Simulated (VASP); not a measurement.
A run of VASP 6.6.1 is set up as follows.

Contents of INCAR:

```
SYSTEM = FeSi
PREC = Accurate
ENCUT = 600
EDIFF = 1E-7
ISMEAR = 0
SIGMA = 0.02
LREAL = .False.
LASPH = .True.
NELM = 120
ALGO = Normal
ISIF = 3
LWAVE = .False.
LCHARG = .False.
IBRION = 2
NSW = 80
EDIFFG = -0.003
PSTRESS = 300.0
GGA_COMPAT = .False.
NELMIN = 4
```

The input KPOINTS:

```
regular mesh
0
Gamma
  8 8 8
  0 0 0
```

File POSCAR:

```
FeSi
1.0
    4.2926769219      0.0000000000      0.0000000000
    0.0000000000      4.2926769219      0.0000000000
    0.0000000000      0.0000000000      4.2926769219
Fe Si
4 4
Direct
    0.1389070562      0.1389070562      0.1389070562
    0.3610929438      0.8610929438      0.6389070562
    0.6389070562      0.3610929438      0.8610929438
    0.8610929438      0.6389070562      0.3610929438
    0.8417703090      0.8417703090      0.8417703090
    0.6582296910      0.1582296910      0.3417703090
    0.3417703090      0.6582296910      0.1582296910
    0.1582296910      0.3417703090      0.6582296910
```

Potentials or basis: VASP PAW LDA potentials, release 64 (Fe, Si).

Launch:

```sh
$ cat potpaw_LDA.64/Fe/POTCAR potpaw_LDA.64/Si/POTCAR > POTCAR
$ mpirun -np 1 vasp_std > vasp.out
```

(1) Estimate the relaxed cell.

(2) Predict the band gap on the k mesh.

(3) Predict the space group after relaxing (to 0.1 Å).

Answers

(1) a = 4.237 Å, b = 4.237 Å, c = 4.237 Å, α = 90.00°, β = 90.00°, γ = 90.00°.

(2) 0.12 eV (least direct gap 0.15 eV).

(3) P2_13 (No. 198).

Caveat: the cell is relaxed towards a set pressure, so the run minimises the enthalpy, not the energy.
